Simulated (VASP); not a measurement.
# Si (P-4m2) in VASP: notebook

Runs on Si. Level: PBE. Tasks: single point, relaxation of cell and atoms.

All numbers are computed with VASP 6.6.1; they aren't measurements. Logs are shortened: lines on timing, memory, paths and dates and some standing lists are left out, and cuts for length are marked.

**1. The cell of the first run**

It takes space group P-4m2 (No. 115, tetragonal). Conventional cell: a = 5.256 Å, b = 5.256 Å, c = 4.944 Å, α = 90.00°, β = 90.00°, γ = 90.00°. Si (site symmetry m) has 5 Si at 2.35 to 2.91 Å within 3.1 Å. Si (site symmetry -4m2) has 4 Si at 2.37 Å within 3.1 Å.

**2. Single point, PBE**

File INCAR:

```
SYSTEM = Si
PREC = Accurate
ENCUT = 520
EDIFF = 1E-6
ISMEAR = 0
SIGMA = 0.02
LREAL = .False.
LASPH = .True.
NELM = 80
ALGO = Normal
ISIF = 2
LWAVE = .False.
LCHARG = .True.
GGA = PE
LELF = .True.
LVHAR = .True.
NBANDS = 18
```

File KPOINTS:

```
regular mesh
0
Gamma
  6 6 6
  0 0 0
```

File POSCAR:

```
Si
1.0
    5.2557825841      0.0000000000      0.0000000000
    0.0000000000      5.2557825841      0.0000000000
    0.0000000000      0.0000000000      4.9437419112
Si
5
Direct
    0.0000000000      0.2765516333      0.6220551926
    0.2765516333      0.0000000000      0.3779448074
    0.7234483667      0.0000000000      0.3779448074
    0.0000000000      0.7234483667      0.6220551926
    0.0000000000      0.0000000000      0.0000000000
```

Potentials or basis: VASP PAW PBE potentials, release 64 (Si).

The run is started by

```bash
$ cat potpaw_PBE.64/Si/POTCAR > POTCAR
$ mpirun -np 1 vasp_std > vasp.out
```

OUTCAR:

```text
SYSTEM = Si
   PREC = Accurate
   ENCUT = 520
   EDIFF = 1E-6
   ISMEAR = 0
   LREAL = .False.
   LASPH = .True.
   NELM = 80
   ISIF = 2
   GGA = PE

 ion  position               nearest neighbor table
   1  0.000  0.277  0.622-   4 2.35   5 2.37   2 2.38   3 2.38   4 2.91
   2  0.277  0.000  0.378-   3 2.35   5 2.37   4 2.38   1 2.38   3 2.91
   3  0.723  0.000  0.378-   2 2.35   5 2.37   4 2.38   1 2.38   2 2.91
   4  0.000  0.723  0.622-   1 2.35   5 2.37   3 2.38   2 2.38   1 2.91
   5  0.000  0.000  0.000-   1 2.37   2 2.37   3 2.37   4 2.37

  LATTYP: Found a simple tetragonal cell.
 ALAT       =     5.2557825841
 C/A-ratio  =     0.9406290751

  Lattice vectors:

 A1 = (   5.2557825841,   0.0000000000,   0.0000000000)
 A2 = (   0.0000000000,   5.2557825841,   0.0000000000)
 A3 = (   0.0000000000,   0.0000000000,   4.9437419112)

Analysis of symmetry for initial positions (statically):
=====================================================================
 Subroutine PRICEL returns:
 Original cell was already a primitive cell.

 Routine SETGRP: Setting up the symmetry group for a
 simple tetragonal supercell.

 Subroutine GETGRP returns: Found  8 space group operations
 (whereof  8 operations were pure point group operations)
 out of a pool of 16 trial point group operations.

The static configuration has the point symmetry D_2d.

Analysis of symmetry for dynamics (positions and initial velocities):
=====================================================================
 Subroutine PRICEL returns:
 Original cell was already a primitive cell.

 Routine SETGRP: Setting up the symmetry group for a
 simple tetragonal supercell.

 Subroutine GETGRP returns: Found  8 space group operations
 (whereof  8 operations were pure point group operations)
 out of a pool of 16 trial point group operations.

The dynamic configuration has the point symmetry D_2d.

 Subroutine INISYM returns: Found  8 space group operations
 (whereof  8 operations are pure point group operations),
 and found     1 'primitive' translations

----------------------------------------------------------------------------------------

                                     Primitive cell

  volume of cell :     136.5622

  direct lattice vectors                    reciprocal lattice vectors
     5.255782584  0.000000000  0.000000000     0.190266622  0.000000000  0.000000000
     0.000000000  5.255782584  0.000000000     0.000000000  0.190266622  0.000000000
     0.000000000  0.000000000  4.943741911     0.000000000  0.000000000  0.202275931

  length of vectors
     5.255782584  5.255782584  4.943741911     0.190266622  0.190266622  0.202275931

  position of ions in fractional coordinates (direct lattice)
     0.000000000  0.276551633  0.622055193
     0.276551633  0.000000000  0.377944807
     0.723448367  0.000000000  0.377944807
     0.000000000  0.723448367  0.622055193
     0.000000000  0.000000000  0.000000000

  ion indices of the primitive-cell ions
   primitive index   ion index
                 1           1
                 2           2
                 3           3
                 4           4
                 5           5

----------------------------------------------------------------------------------------

 KPOINTS: regular mesh

Automatic generation of k-mesh.
 Grid dimensions read from file:
 generate k-points for:    6    6    6

 Generating k-lattice:

  Cartesian coordinates                     Fractional coordinates (reciprocal lattice)
     0.031711104  0.000000000  0.000000000     0.166666667  0.000000000  0.000000000
     0.000000000  0.031711104  0.000000000     0.000000000  0.166666667  0.000000000
     0.000000000  0.000000000  0.033712655     0.000000000  0.000000000  0.166666667

  Length of vectors
     0.031711104  0.031711104  0.033712655

  Shift w.r.t. Gamma in fractional coordinates (k-lattice)
     0.000000000  0.000000000  0.000000000

 Subroutine IBZKPT returns following result:
 ===========================================

 Found     40 irreducible k-points:

 Following reciprocal coordinates:
            Coordinates               Weight
  0.000000  0.000000  0.000000      1.000000
  0.166667  0.000000  0.000000      4.000000
  0.333333  0.000000  0.000000      4.000000
  0.500000  0.000000  0.000000      2.000000
  0.166667  0.166667  0.000000      4.000000
  0.333333  0.166667  0.000000      8.000000
[... 16 lines left out ...]
  0.333333  0.000000  0.333333      8.000000
  0.500000  0.000000  0.333333      4.000000
 [... further k-points ...]
   k-points           NKPTS =     40   k-points in BZ     NKDIM =     40   number of bands    NBANDS=     18
   number of dos      NEDOS =    301   number of ions     NIONS =      5
   total plane-waves  NPLWV =  64000
   dimension x,y,z NGX =    40 NGY =   40 NGZ =   40
   dimension x,y,z NGXF=    80 NGYF=   80 NGZF=   80
   ions per type =               5
   NGX,Y,Z   is equivalent  to a cutoff of  12.65, 12.65, 13.45 a.u.
   NGXF,Y,Z  is equivalent  to a cutoff of  25.30, 25.30, 26.90 a.u.
 SYSTEM =  Si
   PREC   = accura    normal or accurate (medium, high low for compatibility)
   ISTART =      0    job   : 0-new  1-cont  2-samecut
   ICHARG =      2    charge: 1-file 2-atom 10-const
   ISPIN  =      1    spin polarized calculation?
   LNONCOLLINEAR =      F non collinear calculations
   LSORBIT =      F    spin-orbit coupling
   LASPH  =      T    aspherical Exc in radial PAW
   ENCUT  =  520.0 eV  38.22 Ry    6.18 a.u.   9.77  9.77  9.19*2*pi/ulx,y,z
   NELM   =     80;   NELMIN=  2; NELMDL= -5     # of ELM steps
   EDIFF  = 0.1E-05   stopping-criterion for ELM
   LREAL  =      F    real-space projection
   EDIFFG = 0.1E-04   stopping-criterion for IOM
   NSW    =      0    number of steps for IOM
   IBRION =     -1    ionic relax: 0-MD 1-quasi-New 2-CG
   NFREE  =      0    steps in history (QN), initial steepest desc. (CG)
   ISIF   =      2    stress and relaxation
   ISYM   =      2    0-nonsym 1-usesym 2-fastsym
   POTIM  = 0.5000    time-step for ionic-motion
   TEBEG  =    0.0;   TEEND  =   0.0 temperature during run
   PSTRESS=    0.0 pullay stress
   NELECT =      20.0000    total number of electrons
   NUPDOWN=      -1.0000    fix difference up-down
   EMIN   =  10.00;   EMAX   =-10.00  energy-range for DOS
   EFERMI =   0.00;   METHOD = LEGACY
   ISMEAR =     0;   SIGMA  =   0.02  broadening in eV -4-tet -1-fermi 0-gaus
   EFERMI_NEDOS =   21; number of points for ismear=-14 and -15
   IALGO  =     38    algorithm
   IMIX   =      4    mixing-type and parameters
     AMIX     =   0.40;   BMIX     =  1.00
     AMIX_MAG =   1.60;   BMIX_MAG =  1.00
  volume/ion in A,a.u.               =      27.31       184.31
  Fermi-wavevector in a.u.,A,eV,Ry     =   0.862928  1.630698 10.131510  0.744645
  Thomas-Fermi vector in A             =   1.980803
   LORBIT       =      0    0 simple, 1 ext, 2 COOP (PROOUT), +10 PAW based schemes
   GGA     = PE    functional components
   LHFCALC =     F    Hartree Fock is set to
   AEXX    =    0.0000 exact exchange contribution
   IVDW    =     0    specifies the selected vdW correction
   LEPSILON=     F    determine dielectric tensor
   LRPA    =     F    only Hartree local field effects (RPA)
 non-spin polarized calculation
 Gauss-broadening in eV      SIGMA  =   0.02
  energy-cutoff  :      520.00
  volume of cell :      136.56
 maximum number of plane-waves:      3720
 NGX is ok and might be reduce to    40
   NGX = 19   NGY = 19   NGZ = 19

 number of electron      19.9999999 magnetization

 Free energy of the ion-electron system (eV)
  ---------------------------------------------------
  ext. energy  EPLUGINS =         0.00000000
  ---------------------------------------------------
  free energy    TOTEN  =       -25.56791587 eV

  energy without entropy =      -25.56791587  energy(sigma->0) =      -25.56791587

 E-fermi :   3.0162     XC(G=0):  -7.6959

 val. band max:        2.9085162651   @ k =   0.0000   0.0000   0.5000
 cond. band min:       3.8957265264   @ k =   0.0000   0.0000   0.5000
 fundamental gap:      0.9872102613
 Fermi energy:         3.0161917617

 k-point     1 :       0.0000    0.0000    0.0000
  band No.  band energies     occupation
      1      -8.8968      2.00000
      2      -4.1813      2.00000
      3      -3.0649      2.00000
      4      -2.8861      2.00000
      5      -2.8861      2.00000
      6      -1.5741      2.00000
[... 10 lines left out ...]
     17       7.0120      0.00000
     18       7.8469      0.00000

 k-point     2 :       0.1667    0.0000    0.0000
  band No.  band energies     occupation
      1      -8.8284      2.00000
      2      -4.5248      2.00000
      3      -3.4790      2.00000
      4      -2.8461      2.00000
      5      -2.6293      2.00000
      6      -1.4548      2.00000
[... 10 lines left out ...]
     17       7.5530      0.00000
     18       8.0700      0.00000

 k-point     3 :       0.3333    0.0000    0.0000
  band No.  band energies     occupation
      1      -8.6727      2.00000
      2      -5.1990      2.00000
      3      -3.5585      2.00000
      4      -2.7605      2.00000
      5      -2.5350      2.00000
      6      -1.3674      2.00000
[... 10 lines left out ...]
     17       7.7977      0.00000
     18       8.3541      0.00000

 k-point     4 :       0.5000    0.0000    0.0000
  band No.  band energies     occupation
      1      -8.5820      2.00000
      2      -5.5010      2.00000
      3      -3.5509      2.00000
      4      -2.7144      2.00000
      5      -2.5035      2.00000
      6      -1.3182      2.00000
[... 375 lines left out ...]
      4      -2.5488      2.00000
      5      -2.3072      2.00000
      6      -0.8125      2.00000
[... 10 lines left out ...]
     17       8.1895      0.00000
     18       8.2166      0.00000

 k-point    23 :       0.3333    0.0000    0.3333
  band No.  band energies     occupation
      1      -8.2232      2.00000
      2      -5.7210      2.00000
      3      -4.8396      2.00000
      4      -2.4641      2.00000
      5      -2.2608      2.00000
      6      -0.2987      2.00000
[... 10 lines left out ...]
     17       7.8802      0.00000
     18       8.3546      0.00000

 k-point    24 :       0.5000    0.0000    0.3333
  band No.  band energies     occupation
      1      -8.1238      2.00000
      2      -5.5435      2.00000
      3      -5.3471      2.00000
      4      -2.4185      2.00000
      5      -2.2433      2.00000
      6      -0.4556      2.00000
[... 10 lines left out ...]
     17       7.9647      0.00000
     18       8.6257      0.00000

 [... further k-points ...]

------------------------ aborting loop because EDIFF is reached ----------------------------------------

  FORCE on cell =-STRESS in cart. coord.  units (eV):
  Direction    XX          YY          ZZ          XY          YZ          ZX
  --------------------------------------------------------------------------------------
  -------------------------------------------------------------------------------------
  Total       -0.0647451     -0.0647451     -0.0164777      0.0000000      0.0000000      0.0000000
  in kB       -0.7596033     -0.7596033     -0.1933194      0.0000000      0.0000000      0.0000000
  external PRESSURE =      -0.5708420 kB  Pullay stress =       0.0000000 kB

 VOLUME and BASIS-vectors are now :
 -----------------------------------------------------------------------------
  energy-cutoff  :      520.00
  volume of cell :      136.56
      direct lattice vectors                 reciprocal lattice vectors
     5.255782584  0.000000000  0.000000000     0.190266622  0.000000000  0.000000000
     0.000000000  5.255782584  0.000000000     0.000000000  0.190266622  0.000000000
     0.000000000  0.000000000  4.943741911     0.000000000  0.000000000  0.202275931

 POSITION                                       TOTAL-FORCE (eV/Angst)
 -----------------------------------------------------------------------------------
      0.00000      1.45350      3.07528        -0.000000     -0.001748      0.001680
      1.45350      0.00000      1.86846        -0.001748      0.000000     -0.001680
      3.80229      0.00000      1.86846         0.001748      0.000000     -0.001680
      0.00000      3.80229      3.07528        -0.000000      0.001748      0.001680
      0.00000      0.00000      0.00000         0.000000      0.000000     -0.000000
 -----------------------------------------------------------------------------------
    total drift:                               -0.000000      0.000000      0.000000

  FREE ENERGIE OF THE ION-ELECTRON SYSTEM (eV)
  ---------------------------------------------------
  free  energy   TOTEN  =       -25.5679158703 eV

  energy  without entropy=      -25.5679158703  energy(sigma->0) =      -25.56791587
```

It took 81 s on 1 thread of AMD EPYC 7R43 (Zen 3), shared host; peak memory 0.22 GiB.

Results:

```
Free energy            : -25.5679 eV
Pressure               : -0.1 GPa
Band gap on the k mesh : 0.99 eV, direct
```

Forces on the atoms (eV/Å):
```
Si   0.000 -0.002  0.002
Si  -0.002  0.000 -0.002
Si   0.002  0.000 -0.002
Si   0.000  0.002  0.002
Si   0.000  0.000  0.000
```

Levels at points of the mesh, in eV from the valence-band top:
```
           k point  band 8  band 9  band 10  band 11  band 12  band 13
(0.00, 0.00, 0.00)   -0.64   -0.64    -0.23     1.73     1.73     2.54
(0.50, 0.00, 0.00)   -1.57   -1.33    -0.34     1.83     1.92     2.25
(0.50, 0.50, 0.00)   -1.69   -1.23    -1.23     1.83     2.18     2.32
(0.00, 0.00, 0.50)   -2.52   -1.18     0.00     0.99     2.87     3.00
(0.50, 0.00, 0.50)   -1.34   -0.74    -0.65     1.97     2.22     2.39
(0.50, 0.50, 0.50)   -0.39   -0.39    -0.11     1.29     2.05     2.32
```

**3. Relaxation of cell and atoms, PBE**

This run uses another cell than the first one, of 22.84 Å³/atom, 0.836 times its volume.

File INCAR:

```
PREC = Accurate
ENCUT = 600
EDIFF = 1E-6
ISMEAR = 0
SIGMA = 0.1
LREAL = F
LASPH = T
NELM = 60
ALGO = Normal
ISIF = 3
LWAVE = F
LCHARG = F
GGA = PE
IBRION = 2
NSW = 90
EDIFFG = -0.04
```

File KPOINTS:

```
Automatic mesh
0
Gamma
  4 4 4
```

File POSCAR:

```
Si
1.0
    4.9729450500      0.0000000000      0.0000000000
    0.0000000000      4.9729450500      0.0000000000
    0.0000000000      0.0000000000      4.6182867300
Si
5
Direct
    0.0000000000      0.2696323400      0.6193693800
    0.2696323400      0.0000000000      0.3806306200
    0.7303676600      0.0000000000      0.3806306200
    0.0000000000      0.7303676600      0.6193693800
    0.0000000000      0.0000000000      0.0000000000
```

Potentials or basis: VASP PAW PBE potentials, release 64 (Si).

The run is started by

```bash
$ cat potpaw_PBE.64/Si/POTCAR > POTCAR
$ mpirun -np 1 vasp_std > vasp.out
```

Wall time 3.9 min (1 thread of AMD EPYC 7R43 (Zen 3), shared host); peak memory 0.2 GiB.

Results (log left out):

| Quantity | Value |
| --- | --- |
| Free energy | -25.5117 eV |
| Relaxed volume | 27.23 Å³/atom |
| Relaxed cell | a = 5.249 Å, b = 5.249 Å, c = 4.940 Å, α = 90.00°, β = 90.00°, γ = 90.00° |
| Space group after relaxing (to 0.05 Å) | P-4m2 (No. 115) |
| Energy gained by relaxing | 260.6 meV/atom |
| Ionic steps | 10 |
| Pressure after relaxing | 0.0 GPa |
| Largest force after relaxing | 0.010 eV/Å |
| Band gap on the k mesh | 0.96 eV, direct |

Forces in eV/Å, atoms in the order of the input:
```
Si   0.000 -0.004  0.009
Si  -0.004  0.000 -0.009
Si   0.004  0.000 -0.009
Si   0.000  0.004  0.009
Si   0.000  0.000  0.000
```

Step by step:
| step | energy change (eV) | largest force (eV/Å) | pressure (GPa) | volume (Å³) |
| --- | --- | --- | --- | --- |
| 1 | 0.0000 | 3.2581 | 18.18 | 114.21 |
| 2 | 0.5433 | 3.6359 | -6.89 | 162.58 |
| 3 | -1.2081 | 1.1674 | 1.40 | 132.13 |
| 4 | -1.2122 | 1.0442 | 1.87 | 131.30 |
| 5 | -1.2128 | 0.9895 | 2.08 | 130.94 |
| 6 | -1.2942 | 0.1154 | -0.86 | 138.41 |
| 7 | -1.3013 | 0.1010 | -0.28 | 136.65 |
| 8 | -1.3028 | 0.0484 | 0.16 | 135.86 |
| 9 | -1.3029 | 0.0153 | 0.07 | 136.03 |
| 10 | -1.3031 | 0.0097 | 0.01 | 136.13 |

Final structure:
```yaml
crystal:
  lattice:
    - [5.24939, 0.00000, 0.00000]
    - [0.00000, 5.24939, 0.00000]
    - [0.00000, 0.00000, 4.94005]
  atoms:
    - { symbol: Si, position: [0.00000, 0.27708, 0.62220] }
    - { symbol: Si, position: [0.27708, 0.00000, 0.37780] }
    - { symbol: Si, position: [0.72292, 0.00000, 0.37780] }
    - { symbol: Si, position: [0.00000, 0.72292, 0.62220] }
    - { symbol: Si, position: [0.00000, 0.00000, 0.00000] }
```

Levels at points of the mesh, in eV from the valence-band top:
```
           k point  band 6  band 7  band 8  band 9  band 10  band 11  band 12  band 13  band 14
(0.00, 0.00, 0.00)   -4.50   -4.35   -0.64   -0.64    -0.23     1.72     1.72     2.51     2.66
(0.50, 0.00, 0.00)   -4.24   -2.12   -1.59   -1.35    -0.34     1.85     1.90     2.23     2.25
(0.50, 0.50, 0.00)   -2.77   -1.71   -1.71   -1.25    -1.25     1.85     2.20     2.31     2.31
(0.00, 0.00, 0.50)   -4.76   -2.53   -2.53   -1.19     0.00     0.96     2.86     2.98     2.98
(0.50, 0.00, 0.50)   -3.66   -2.29   -1.36   -0.75    -0.67     1.98     2.22     2.36     3.05
(0.50, 0.50, 0.50)   -3.40   -2.49   -0.41   -0.41    -0.11     1.27     2.07     2.35     3.45
```

Caveat: the volume moved by over 15 % at a fixed basis, so the end points are rough.
